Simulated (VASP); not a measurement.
# W (I4/mmm) in VASP: single point with r2SCAN

Aim: the single point of W with r2SCAN.

Program: VASP 6.6.1. These are calculated values, not measurements. Logs are shortened: lines on timing, memory, paths and dates and some standing lists are left out, and cuts for length are marked.

### 1 The cell of the first run

It takes space group I4/mmm (No. 139, tetragonal). Conventional cell: a = 2.785 Å, b = 2.785 Å, c = 4.121 Å, α = 90.00°, β = 90.00°, γ = 90.00°. Within 3.7 Å of W (site symmetry 4/mmm) lie 12 W at 2.78 to 2.85 Å.

### 2 Single point, r2SCAN (strain -0.030 along x and y, +0.015 along z)

Input file POSCAR:

```
W
1.0
    0.0000000000      1.9691000000      2.0604500000
    1.9691000000      0.0000000000      2.0604500000
    1.9691000000      1.9691000000      0.0000000000
W
1
Direct
    0.0000000000      0.0000000000      0.0000000000
```

Input file INCAR.step1:

```
SYSTEM = W
PREC     = Accurate       ! precision mode
ENCUT    = 520            ! plane-wave cutoff, eV
ISMEAR   = 0              ! smearing method
SIGMA    = 0.15           ! smearing width, eV
LREAL    = .FALSE.        ! projectors in reciprocal space
LASPH    = .TRUE.         ! aspherical terms in the spheres
NELM     = 60             ! most SCF steps
NBANDS   = 13             ! bands
GGA      = PE             ! functional
ALGO     = Normal         ! electronic algorithm
EDIFF    = 1E-4           ! SCF threshold, eV
LWAVE    = .TRUE.         ! write WAVECAR
LCHARG   = .FALSE.        ! write CHGCAR
```

Input file INCAR.step2:

```
SYSTEM = W
PREC     = Accurate       ! precision mode
ENCUT    = 520            ! plane-wave cutoff, eV
EDIFF    = 1E-6           ! SCF threshold, eV
ISMEAR   = 0              ! smearing method
SIGMA    = 0.15           ! smearing width, eV
LREAL    = .FALSE.        ! projectors in reciprocal space
LASPH    = .TRUE.         ! aspherical terms in the spheres
NELM     = 60             ! most SCF steps
ALGO     = Normal         ! electronic algorithm
ISIF     = 2              ! what is computed and relaxed
LWAVE    = .FALSE.        ! write WAVECAR
LCHARG   = .FALSE.        ! write CHGCAR
METAGGA  = R2SCAN         ! meta-GGA
LMIXTAU  = .TRUE.       
NBANDS   = 13             ! bands
ISTART   = 1
```

Input file KPOINTS:

```
Automatic mesh
0
G
  20 20 20
  0 0 0
```

Potentials or basis: VASP PAW PBE potentials, release 64 (W_sv).

Launch:

```sh
> cat potpaw_PBE.64/W_sv/POTCAR > POTCAR
> cp INCAR.step1 INCAR
> mpirun -np 1 vasp_std > vasp.out
> cp INCAR.step2 INCAR
> mpirun -np 1 vasp_std > vasp.out
```

OUTCAR:

```text
SYSTEM = W
   PREC = Accurate
   ENCUT = 520
   EDIFF = 1E-6
   ISMEAR = 0
   LREAL = .FALSE.
   LASPH = .TRUE.
   NELM = 60
   ISIF = 2
   METAGGA = R2SCAN
   ISTART = 1

 ion  position               nearest neighbor table
   1  0.000  0.000  0.000-

  LATTYP: Found a body centered tetragonal cell.
 ALAT       =     2.7847279257
 C/A-ratio  =     1.4798214081

  Lattice vectors:

 A1 = (  -1.9691000000,   0.0000000000,   2.0604500000)
 A2 = (   1.9691000000,   0.0000000000,   2.0604500000)
 A3 = (   0.0000000000,   1.9691000000,  -2.0604500000)

Analysis of symmetry for initial positions (statically):
=====================================================================
 Subroutine PRICEL returns:
 Original cell was already a primitive cell.

 Routine SETGRP: Setting up the symmetry group for a
 body centered tetragonal supercell.

 Subroutine GETGRP returns: Found 16 space group operations
 (whereof 16 operations were pure point group operations)
 out of a pool of 16 trial point group operations.

The static configuration has the point symmetry D_4h.

Analysis of symmetry for dynamics (positions and initial velocities):
=====================================================================
 Subroutine PRICEL returns:
 Original cell was already a primitive cell.

 Routine SETGRP: Setting up the symmetry group for a
 body centered tetragonal supercell.

 Subroutine GETGRP returns: Found 16 space group operations
 (whereof 16 operations were pure point group operations)
 out of a pool of 16 trial point group operations.

The dynamic configuration has the point symmetry D_4h.

 Subroutine INISYM returns: Found 16 space group operations
 (whereof 16 operations are pure point group operations),
 and found     1 'primitive' translations

----------------------------------------------------------------------------------------

                                     Primitive cell

  volume of cell :      15.9782

  direct lattice vectors                    reciprocal lattice vectors
     0.000000000  1.969100000  2.060450000    -0.253923112  0.253923112  0.242665437
     1.969100000  0.000000000  2.060450000     0.253923112 -0.253923112  0.242665437
     1.969100000  1.969100000  0.000000000     0.253923112  0.253923112 -0.242665437

  length of vectors
     2.850054212  2.850054212  2.784727926     0.433405593  0.433405593  0.433405593

  position of ions in fractional coordinates (direct lattice)
     0.000000000  0.000000000  0.000000000

  ion indices of the primitive-cell ions
   primitive index   ion index
                 1           1

----------------------------------------------------------------------------------------

 KPOINTS: Automatic mesh

Automatic generation of k-mesh.
 Grid dimensions read from file:
 generate k-points for:   20   20   20

 Generating k-lattice:

  Cartesian coordinates                     Fractional coordinates (reciprocal lattice)
    -0.012696156  0.012696156  0.012133272     0.050000000  0.000000000  0.000000000
     0.012696156 -0.012696156  0.012133272     0.000000000  0.050000000  0.000000000
     0.012696156  0.012696156 -0.012133272     0.000000000  0.000000000  0.050000000

  Length of vectors
     0.021670280  0.021670280  0.021670280

  Shift w.r.t. Gamma in fractional coordinates (k-lattice)
     0.000000000  0.000000000  0.000000000

 Subroutine IBZKPT returns following result:
 ===========================================

 Found    641 irreducible k-points:

 Following reciprocal coordinates:
            Coordinates               Weight
  0.000000  0.000000  0.000000      1.000000
  0.050000  0.000000  0.000000      8.000000
  0.100000  0.000000  0.000000      8.000000
  0.150000  0.000000  0.000000      8.000000
  0.200000  0.000000  0.000000      8.000000
  0.250000  0.000000  0.000000      8.000000
[... 16 lines left out ...]
 -0.400000  0.050000  0.000000      8.000000
 -0.350000  0.050000  0.000000      8.000000
 [... further k-points ...]
   k-points           NKPTS =    641   k-points in BZ     NKDIM =    641   number of bands    NBANDS=     13
   number of dos      NEDOS =    301   number of ions     NIONS =      1
   total plane-waves  NPLWV =  13824
   dimension x,y,z NGX =    24 NGY =   24 NGZ =   24
   dimension x,y,z NGXF=    48 NGYF=   48 NGZF=   48
   ions per type =               1
   NGX,Y,Z   is equivalent  to a cutoff of  14.00, 14.00, 14.33 a.u.
   NGXF,Y,Z  is equivalent  to a cutoff of  28.00, 28.00, 28.66 a.u.
 SYSTEM =  W
   PREC   = accura    normal or accurate (medium, high low for compatibility)
   ISTART =      1    job   : 0-new  1-cont  2-samecut
   ICHARG =      0    charge: 1-file 2-atom 10-const
   ISPIN  =      1    spin polarized calculation?
   LNONCOLLINEAR =      F non collinear calculations
   LSORBIT =      F    spin-orbit coupling
   LASPH  =      T    aspherical Exc in radial PAW
   ENCUT  =  520.0 eV  38.22 Ry    6.18 a.u.   5.30  5.30  5.18*2*pi/ulx,y,z
   NELM   =     60;   NELMIN=  2; NELMDL=  0     # of ELM steps
   EDIFF  = 0.1E-05   stopping-criterion for ELM
   LREAL  =      F    real-space projection
   EDIFFG = 0.1E-04   stopping-criterion for IOM
   NSW    =      0    number of steps for IOM
   IBRION =     -1    ionic relax: 0-MD 1-quasi-New 2-CG
   NFREE  =      0    steps in history (QN), initial steepest desc. (CG)
   ISIF   =      2    stress and relaxation
   ISYM   =      2    0-nonsym 1-usesym 2-fastsym
   POTIM  = 0.5000    time-step for ionic-motion
   TEBEG  =    0.0;   TEEND  =   0.0 temperature during run
   PSTRESS=    0.0 pullay stress
   NELECT =      14.0000    total number of electrons
   NUPDOWN=      -1.0000    fix difference up-down
   EMIN   =  10.00;   EMAX   =-10.00  energy-range for DOS
   EFERMI =   0.00;   METHOD = LEGACY
   ISMEAR =     0;   SIGMA  =   0.15  broadening in eV -4-tet -1-fermi 0-gaus
   EFERMI_NEDOS =   21; number of points for ismear=-14 and -15
   IALGO  =     38    algorithm
   IMIX   =      4    mixing-type and parameters
     AMIX     =   0.40;   BMIX     =  1.00
     AMIX_MAG =   1.60;   BMIX_MAG =  1.00
  volume/ion in A,a.u.               =      15.98       107.83
  Fermi-wavevector in a.u.,A,eV,Ry     =   1.566541  2.960332 33.389367  2.454049
  Thomas-Fermi vector in A             =   2.668853
   LORBIT       =      0    0 simple, 1 ext, 2 COOP (PROOUT), +10 PAW based schemes
   METAGGA = R2SCAN    functional components
   LHFCALC =     F    Hartree Fock is set to
   AEXX    =    0.0000 exact exchange contribution
   IVDW    =     0    specifies the selected vdW correction
   LEPSILON=     F    determine dielectric tensor
   LRPA    =     F    only Hartree local field effects (RPA)
 non-spin polarized calculation
 Gauss-broadening in eV      SIGMA  =   0.15
  energy-cutoff  :      520.00
  volume of cell :       15.98
 maximum number of plane-waves:       440
 NGX is ok and might be reduce to    24
   NGX = 11   NGY = 11   NGZ = 11

 number of electron      13.9999999 magnetization

 Free energy of the ion-electron system (eV)
  ---------------------------------------------------
  ext. energy  EPLUGINS =         0.00000000
  ---------------------------------------------------
  free energy    TOTEN  =       -50.82211320 eV

  energy without entropy =      -50.80997410  energy(sigma->0) =      -50.81604365

 E-fermi :  10.7870     XC(G=0): -14.9000

 val. band max:       10.7849510477   @ k =   0.2000   0.2000   0.0000
 cond. band min:      10.7900972711   @ k =  -0.3500   0.1000   0.0000
 fundamental gap:      0.0051462234
 Fermi energy:        10.7869987580

 k-point     1 :       0.0000    0.0000    0.0000
  band No.  band energies     occupation
      1     -64.8587      2.00000
      2     -27.7865      2.00000
      3     -27.7377      2.00000
      4     -27.7377      2.00000
      5       1.0895      2.00000
      6       9.6133      2.00000
      7      10.3496      1.99996
      8      10.3496      1.99996
      9      13.0473      0.00000
     10      14.1044      0.00000
     11      24.1379      0.00000
     12      28.8391      0.00000
     13      30.4924      0.00000

 k-point     2 :       0.0500    0.0000    0.0000
  band No.  band energies     occupation
      1     -64.8554      2.00000
      2     -27.8048      2.00000
      3     -27.7601      2.00000
      4     -27.7410      2.00000
      5       1.2087      2.00000
      6       9.6240      2.00000
      7      10.2954      2.00000
      8      10.4062      1.99967
      9      13.0064      0.00000
     10      14.0392      0.00000
     11      24.3813      0.00000
     12      28.8021      0.00000
     13      30.1444      0.00000

 k-point     3 :       0.1000    0.0000    0.0000
  band No.  band energies     occupation
      1     -64.8458      2.00000
      2     -27.8935      2.00000
      3     -27.7889      2.00000
      4     -27.7507      2.00000
      5       1.5556      2.00000
      6       9.5729      2.00000
      7      10.2293      2.00000
      8      10.5625      1.96571
      9      12.9177      0.00000
     10      13.8729      0.00000
     11      25.0499      0.00000
     12      28.1403      0.00000
     13      30.2781      0.00000

 k-point     4 :       0.1500    0.0000    0.0000
  band No.  band energies     occupation
      1     -64.8309      2.00000
      2     -28.0471      2.00000
      3     -27.8160      2.00000
      4     -27.7658      2.00000
      5       2.0964      2.00000
      6       9.3533      2.00000
      7      10.2759      2.00000
      8      10.7710      1.12004
      9      12.8809      0.00000
     10      13.6912      0.00000
     11      25.8181      0.00000
     12      27.2847      0.00000
     13      31.1685      0.00000

 k-point     5 :       0.2000    0.0000    0.0000
  band No.  band energies     occupation
      1     -64.8119      2.00000
      2     -28.2393      2.00000
      3     -27.8473      2.00000
      4     -27.7848      2.00000
      5       2.7680      2.00000
      6       9.0931      2.00000
      7      10.3138      1.99999
      8      10.9392      0.15121
      9      13.0340      0.00000
     10      13.6274      0.00000
     11      25.4464      0.00000
     12      27.7281      0.00000
     13      32.4466      0.00000
[... 257 lines left out ...]
 k-point    22 :      -0.4500    0.0500    0.0000
  band No.  band energies     occupation
      1     -64.7226      2.00000
      2     -29.0711      2.00000
      3     -28.0119      2.00000
      4     -27.8726      2.00000
      5       4.7612      2.00000
      6       9.4412      2.00000
      7      10.4090      1.99963
      8      10.9828      0.06489
      9      15.7832      0.00000
     10      16.5934      0.00000
     11      21.9541      0.00000
     12      24.1160      0.00000
     13      30.3157      0.00000

 k-point    23 :      -0.4000    0.0500    0.0000
  band No.  band energies     occupation
      1     -64.7298      2.00000
      2     -29.0064      2.00000
      3     -28.0044      2.00000
      4     -27.8597      2.00000
      5       4.7336      2.00000
      6       9.5665      2.00000
      7      10.4219      1.99942
      8      10.4873      1.99527
      9      15.2955      0.00000
     10      16.2978      0.00000
     11      22.3639      0.00000
     12      24.9209      0.00000
     13      30.8204      0.00000

 k-point    24 :      -0.3500    0.0500    0.0000
  band No.  band energies     occupation
      1     -64.7427      2.00000
      2     -28.8880      2.00000
      3     -27.9868      2.00000
      4     -27.8420      2.00000
      5       4.6216      2.00000
      6       9.6639      2.00000
      7       9.7867      2.00000
      8      10.6395      1.83559
      9      14.6566      0.00000
     10      15.6843      0.00000
     11      22.9061      0.00000
     12      26.2984      0.00000
     13      31.9362      0.00000

 [... further k-points ...]

------------------------ aborting loop because EDIFF is reached ----------------------------------------

  FORCE on cell =-STRESS in cart. coord.  units (eV):
  Direction    XX          YY          ZZ          XY          YZ          ZX
  --------------------------------------------------------------------------------------
  -------------------------------------------------------------------------------------
  Total        0.1032195      0.1032195      1.4841806      0.0000000      0.0000000      0.0000000
  in kB       10.3501032     10.3501032    148.8228874      0.0000000      0.0000000      0.0000000
  external PRESSURE =      56.5076979 kB  Pullay stress =       0.0000000 kB

 VOLUME and BASIS-vectors are now :
 -----------------------------------------------------------------------------
  energy-cutoff  :      520.00
  volume of cell :       15.98
      direct lattice vectors                 reciprocal lattice vectors
     0.000000000  1.969100000  2.060450000    -0.253923112  0.253923112  0.242665437
     1.969100000  0.000000000  2.060450000     0.253923112 -0.253923112  0.242665437
     1.969100000  1.969100000  0.000000000     0.253923112  0.253923112 -0.242665437

 POSITION                                       TOTAL-FORCE (eV/Angst)
 -----------------------------------------------------------------------------------
      0.00000      0.00000      0.00000        -0.000000      0.000000      0.000000
 -----------------------------------------------------------------------------------
    total drift:                                0.000000     -0.000000     -0.000000

  FREE ENERGIE OF THE ION-ELECTRON SYSTEM (eV)
  ---------------------------------------------------
  free  energy   TOTEN  =       -50.8221132024 eV

  energy  without entropy=      -50.8099741018  energy(sigma->0) =      -50.81604365
```

Run time: 5.3 min. Hardware: 1 thread of Intel Xeon Platinum 8375C at 2.90GHz (Ice Lake), shared host; peak memory 0.25 GiB.

What came out:

| Item | Value |
| --- | --- |
| Free energy | -50.8221 eV |
| Pressure | 5.7 GPa |
| Band gap on the k mesh | zero (bands 7 and 8 overlap by 3.93 eV) |

Caveat: the cell differs from its parent crystal (strain -0.030 along x and y, +0.015 along z); the stress differs along the axes, from 1 to 15 GPa; the PAW data sets were made with another functional, which shifts forces and pressure a little; spin-orbit coupling is left out, which moves the levels of the heavy elements.
